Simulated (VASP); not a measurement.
Input of a VASP 6.6.1 run:

The input POSCAR:

```
AlCu3
1.0
    3.6418163350      0.0000000000      0.0000000000
    0.0000000000      3.6418163350      0.0000000000
    0.0000000000      0.0000000000      3.6418163350
Al Cu
1 3
Direct
    0.0000000000      0.0000000000      0.0000000000
    0.5000000000      0.5000000000      0.0000000000
    0.5000000000      0.0000000000      0.5000000000
    0.0000000000      0.5000000000      0.5000000000
```

Contents of INCAR.step1:

```
PREC     = Accurate       # precision mode
ENCUT    = 520            # plane-wave cutoff, eV
ISMEAR   = 0              # smearing method
SIGMA    = 0.15           # smearing width, eV
LREAL    = F              # projectors in reciprocal space
LASPH    = T              # aspherical terms in the spheres
NELM     = 60             # most SCF steps
NBANDS   = 26             # bands
GGA      = PE             # functional
ALGO     = Normal         # electronic algorithm
EDIFF    = 1E-4           # SCF threshold, eV
LWAVE    = T              # write WAVECAR
LCHARG   = F              # write CHGCAR
```

INCAR.step2

```
PREC     = Accurate       # precision mode
ENCUT    = 520            # plane-wave cutoff, eV
EDIFF    = 1E-7           # SCF threshold, eV
ISMEAR   = 0              # smearing method
SIGMA    = 0.15           # smearing width, eV
LREAL    = F              # projectors in reciprocal space
LASPH    = T              # aspherical terms in the spheres
NELM     = 60             # most SCF steps
ALGO     = Normal         # electronic algorithm
ISIF     = 2              # what is computed and relaxed
LWAVE    = F              # write WAVECAR
LCHARG   = F              # write CHGCAR
METAGGA  = R2SCAN         # meta-GGA
LMIXTAU  = T            
NBANDS   = 26             # bands
ISTART   = 1
```

Contents of KPOINTS:

```
Automatic mesh
0
Gamma
  14 14 14
```

Potentials or basis: VASP PAW PBE potentials, release 64 (Al, Cu).

Run with:

```sh
$ cat potpaw_PBE.64/Al/POTCAR potpaw_PBE.64/Cu/POTCAR > POTCAR
$ cp INCAR.step1 INCAR
$ mpirun -np 1 vasp_std > vasp.out
$ cp INCAR.step2 INCAR
$ mpirun -np 1 vasp_std > vasp.out
```

(1) Estimate the band gap on the k mesh.

(2) Estimate the pressure.

Results:

(1) zero (bands 18 and 19 overlap by 5.89 eV).

(2) 0.4 GPa.

Caveat: the PAW data sets were made with another functional, which shifts forces and pressure a little.
